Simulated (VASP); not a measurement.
A run of VASP 6.6.1 is set up as follows.

INCAR

```
SYSTEM = Yb4HOs
ALGO = Normal ; EDIFF = 1E-7
ENCUT = 520 ; GGA = PE
ISIF = 2 ; ISMEAR = 0
LASPH = .TRUE. ; LCHARG = .TRUE.
LELF = .TRUE. ; LREAL = .FALSE.
LVHAR = .TRUE. ; LWAVE = .FALSE.
NBANDS = 62 ; NELM = 80
PREC = Accurate ; SIGMA = 0.1
```

File KPOINTS:

```
k-points
0
G
  4 4 4
  0 0 0
```

Contents of POSCAR:

```
Yb4HOs
1.0
    0.0000000000      4.4355111118      4.4355111118
    4.4355111118      0.0000000000      4.4355111118
    4.4355111118      4.4355111118      0.0000000000
Yb H Os
4 1 1
Direct
    0.6138323484      0.1287225505      0.1287225505
    0.1287225505      0.1287225505      0.1287225505
    0.1287225505      0.6138323484      0.1287225505
    0.1287225505      0.1287225505      0.6138323484
    0.0000000000      0.0000000000      0.0000000000
    0.5000000000      0.5000000000      0.5000000000
```

Potentials or basis: VASP PAW PBE potentials, release 64 (Yb, H, Os).

Run with:

```bash
$ cat potpaw_PBE.64/Yb/POTCAR potpaw_PBE.64/H/POTCAR potpaw_PBE.64/Os/POTCAR > POTCAR
$ mpirun -np 1 vasp_std > vasp.out
```

Task: Estimate the pressure.

Result: -0.2 GPa.

Task: What does it give for the largest force?

Result: 0.059 eV/Å.

Forces on the atoms (eV/Å):
```
Yb  -0.034  0.034  0.034
Yb  -0.034 -0.034 -0.034
Yb   0.034 -0.034  0.034
Yb   0.034  0.034 -0.034
H    0.000  0.000  0.000
Os   0.000  0.000  0.000
```

Caveat: spin-orbit coupling is left out, which moves the levels of the heavy elements; without U or exact exchange the open f shell lies at the Fermi level, which spoils levels, moments and volumes. Spin polarisation is off, so any magnetic state and its effect on volume and gap are missing.
